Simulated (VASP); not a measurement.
Wanted: the native input for a VASP 6.6.1 run.

```yaml
Task: single point
Functional: PBEsol
Potentials_or_basis: VASP PAW PBE potentials, release 64 (Ba_sv)
Cutoff: 520 eV
k_mesh: 12 × 12 × 12
Occupations: gaussian, width 0.1 eV
Spin: no spin polarisation
Dipole_correction: no
Further_INCAR_settings: ALGO = Normal; EDIFF = 1e-07; NBANDS = 11
```

The structure of Ba lies in POSCAR:

```
Ba
1.0
    0.0000000000      3.3154781414      3.3154781414
    3.3154781414      0.0000000000      3.3154781414
    3.3154781414      3.3154781414      0.0000000000
Ba
1
Direct
    0.0000000000      0.0000000000      0.0000000000
```

This isn't the form of Ba at room conditions, which is bcc.

This cell differs from its parent crystal: Sr replaced by Ba, lengths x 1.062, strained.

The input as run:

INCAR

```
SYSTEM = Ba
PREC     = Accurate       ! precision mode
ENCUT    = 520            ! plane-wave cutoff, eV
EDIFF    = 1E-7           ! SCF threshold, eV
ISMEAR   = 0              ! smearing method
SIGMA    = 0.1            ! smearing width, eV
LREAL    = .FALSE.        ! projectors in reciprocal space
LASPH    = .TRUE.         ! aspherical terms in the spheres
NELM     = 100            ! most SCF steps
ALGO     = Normal         ! electronic algorithm
ISIF     = 2              ! what is computed and relaxed
LWAVE    = .FALSE.        ! write WAVECAR
LCHARG   = .FALSE.        ! write CHGCAR
GGA      = PS             ! functional
NBANDS   = 11             ! bands
```

KPOINTS

```
Automatic mesh
0
G
  12 12 12
  0 0 0
```

Potentials or basis: VASP PAW PBE potentials, release 64 (Ba_sv).

The run is started by

```sh
$ cat potpaw_PBE.64/Ba_sv/POTCAR > POTCAR
$ mpirun -np 1 vasp_std > vasp.out
```

Results of the run:

```yaml
Pressure: -1.4 GPa
Band_gap_on_the_k_mesh: zero (bands 5 and 6 overlap by 0.13 eV)
```

Caveat: the cell differs from its parent crystal (Sr replaced by Ba, lengths x 1.062, strained); the PAW data sets were made with another functional, which shifts forces and pressure a little; spin-orbit coupling is left out, which moves the levels of the heavy elements.

Wall time 24 s on 1 thread of Intel(R) Xeon(R) Platinum 8559C (Emerald Rapids), with other jobs on the host, peak memory 0.23 GiB.
